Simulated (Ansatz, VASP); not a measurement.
SiO2: VASP beside Ansatz

File INCAR:

```
SYSTEM = SiO2
PREC = Accurate ; ENCUT = 600
EDIFF = 1E-6 ; ISMEAR = 0
SIGMA = 0.02 ; LREAL = .False.
LASPH = .True. ; NELM = 60
ALGO = Normal ; ISIF = 3
LWAVE = .False. ; LCHARG = .False.
GGA = PE ; IBRION = 2
NSW = 100 ; EDIFFG = -0.005
```

File KPOINTS:

```
regular mesh
0
Gamma
  6 6 6
  0 0 0
```

POSCAR

```
SiO2
1.0
   -2.4772904627      2.4772904627      3.6556712422
    2.4772904627     -2.4772904627      3.6556712422
    2.4772904627      2.4772904627     -3.6556712422
Si O
2 4
Direct
    0.0000000000      0.0000000000      0.0000000000
    0.7500000000      0.2500000000      0.5000000000
    0.3750000000      0.2217861300      0.3467861300
    0.9717861300      0.6250000000      0.8467861300
    0.7782138700      0.1250000000      0.1532138700
    0.8750000000      0.0282138700      0.6532138700
```

Input for Ansatz:

```yaml
crystal:
  lattice:
    - [-2.4772904627, 2.4772904627, 3.6556712422]
    - [2.4772904627, -2.4772904627, 3.6556712422]
    - [2.4772904627, 2.4772904627, -3.6556712422]
  atoms:
    - { symbol: Si, position: [0.0, 0.0, 0.0] }
    - { symbol: Si, position: [0.75, 0.25, 0.5] }
    - { symbol: O, position: [0.375, 0.22178613, 0.34678613] }
    - { symbol: O, position: [0.97178613, 0.625, 0.84678613] }
    - { symbol: O, position: [0.77821387, 0.125, 0.15321387] }
    - { symbol: O, position: [0.875, 0.02821387, 0.65321387] }
basis:
  ecutwfc: 420
kpoints:
  mp_grid: { grid: [6, 6, 6] }
hamiltonian:
  xc: pbe
scf:
  occupations: { method: gaussian, width: 0.02 }
output:
  forces: true
  stress: true
  eigenvalues: true
  write_density: true
  write_potential: true
  elf: true
  volumetric_format: npy
relax:
  adjacent_minimum: "off"
  f_tol: 0.005
  max_steps: 80
  cell: { stress_tol: 0.05 }
```

Alike in both runs: task relaxation of cell and atoms; functional PBE; k mesh 6 × 6 × 6; occupations gaussian, width 0.02 eV; no spin polarisation.

|  | VASP | Ansatz |
| --- | --- | --- |
| version | VASP 6.6.1 | Ansatz 0.2.0 |
| potentials or method | VASP PAW PBE potentials, release 64 (Si, O), cutoff 600 eV | scalar-relativistic, plane waves, PAW |
| valence electrons in the cell | 32 | 32 |

|  | VASP | Ansatz | Ansatz less VASP |
| --- | --- | --- | --- |
| gap on the k mesh at the Fermi level, each at its own relaxed structure (eV) | 5.73 | 5.74 | +0.008 |
| relaxed volume (Å³/atom) | 15.57 | 15.52 | -0.046 |
| relaxed length of the cell vector where the two differ most in proportion (Å) | 5.125 | 5.120 | -0.0047 |
